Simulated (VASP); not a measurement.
**SiH2C: single point with PBE**

System: SiH2C, a wire with vacuum.

```xyz
28
Lattice="16.1000 0.0000 0.0000 0.0000 15.7000 0.0000 0.0000 0.0000 5.0740" Properties=species:S:1:pos:R:3 pbc="T T T"
Si    5.7312    6.9575    0.0232
Si    8.8229    6.9575    0.0232
Si    7.2771    9.6350    0.0232
Si    7.2771    6.0650    2.5602
Si    5.7312    8.7425    2.5602
Si   10.3688    6.0650    2.5602
Si    8.8229    8.7425    2.5602
C     5.7312    6.9575    1.9303
C     8.8229    6.9575    1.9303
C     7.2771    9.6350    1.9303
C     7.2771    6.0650    4.4674
C     5.7312    8.7425    4.4674
C    10.3688    6.0650    4.4674
C     8.8229    8.7425    4.4674
H     4.5143    6.2549    4.6014
H     7.2771   11.0401    4.6014
H     7.2771    4.6599    2.0644
H     4.5143    9.4451    2.0644
H    10.3688    4.6599    2.0644
H    11.5857    6.7675    2.0644
H    10.0398    9.4451    2.0644
H     4.8410    6.4435    2.2930
H     7.2771   10.6629    2.2930
H     7.2771    5.0371    4.8300
H     4.8410    9.2565    4.8300
H    10.3688    5.0371    4.8300
H    11.2590    6.5789    4.8300
H     9.7131    9.2565    4.8300
```

```
Program                : VASP 6.6.1
Task                   : single point
Functional             : PBE
Potentials or basis    : VASP PAW PBE potentials, release 64 (Si, C, H)
Cutoff                 : 520 eV
k mesh                 : 1 × 1 × 7
Occupations            : gaussian, width 0.05 eV
Spin                   : no spin polarisation
Dipole correction      : no
Further INCAR settings : LREAL = Auto; ALGO = Normal; EDIFF = 1e-07; NBANDS = 55
```

| Property | Result |
| --- | --- |
| Largest force | 0.897 eV/Å |
| Band gap on the k mesh | 4.54 eV |

Forces in eV/Å, atoms in the order of the input:
```
Si   0.082  0.050  0.357
Si   0.308 -0.177  0.228
Si  -0.003 -0.096  0.356
Si  -0.106  0.277  0.300
Si   0.107 -0.063  0.358
Si  -0.272  0.160  0.496
Si  -0.291 -0.049  0.300
C    0.571  0.333 -0.515
C    0.009 -0.004 -0.173
C    0.005 -0.665 -0.513
C   -0.031  0.734 -0.500
C    0.619 -0.364 -0.529
C   -0.477  0.282 -0.705
C   -0.652 -0.339 -0.501
H   -0.168 -0.091  0.042
H   -0.005  0.191  0.042
H    0.031 -0.186  0.029
H   -0.162  0.094  0.038
H    0.052 -0.101 -0.014
H    0.113  0.005 -0.014
H    0.176  0.066  0.029
H   -0.288 -0.157  0.129
H   -0.009  0.327  0.129
H    0.002 -0.322  0.137
H   -0.271  0.156  0.132
H    0.105 -0.259  0.113
H    0.276  0.038  0.113
H    0.279  0.158  0.137
```

Levels at points of the mesh, in eV from the valence-band top:
| k point | band 33 | band 34 | band 35 | band 36 | band 37 | band 38 |
| --- | --- | --- | --- | --- | --- | --- |
| (0.00, 0.00, 0.00) | -0.22 | -0.08 | 0.00 | 4.54 | 4.63 | 4.82 |

Run time: 9.2 min on 1 thread of Intel(R) Xeon(R) 6975P-C (Granite Rapids), with other jobs on the host, peak memory 1 GiB.
